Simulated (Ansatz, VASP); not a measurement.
# Bi2Se3 in VASP and in Ansatz

```xyz
5
Lattice="2.0712 1.1958 9.9494 -2.0712 1.1958 9.9494 0.0000 -2.3916 9.9494" Properties=species:S:1:pos:R:3 pbc="T T T"
Bi    0.0000    0.0000   11.8922
Bi    0.0000    0.0000   17.9561
Se    0.0000    0.0000    6.4456
Se    0.0000    0.0000   23.4026
Se    0.0000    0.0000    0.0000
```

Change from the starting cell: uniaxial_z strain +2.0%.

Alike in both runs: task single point; functional PBE; k mesh 8 × 8 × 8; occupations fermi-dirac, width 0.02 eV; no spin polarisation.

|  | VASP | Ansatz |
| --- | --- | --- |
| version | VASP 6.6.1 | Ansatz 0.2.0 |
| potentials or method | VASP PAW PBE potentials, release 64 (Bi_d, Se) | plane waves, PAW |
| plane-wave cutoff (eV) | 520 | 420 |
| valence electrons in the cell | 48 | 78 |

|  | VASP | Ansatz | Ansatz less VASP |
| --- | --- | --- | --- |
| pressure (GPa) | 1.7 | 1.7 | -0.02 |
| traceless stress, the component that is largest in VASP (GPa) | -0.23 | -0.24 | -0.001 |
| rms of the force components (eV/Å) | 0.071 | 0.066 | -0.0054 |

Atom by atom the forces differ by 0.005 eV/Å (rms over components). VASP's potentials hold 48 valence electrons a cell and Ansatz's 78, so a difference there can come from the potentials and not from the codes.

Neither program's run includes spin-orbit coupling.
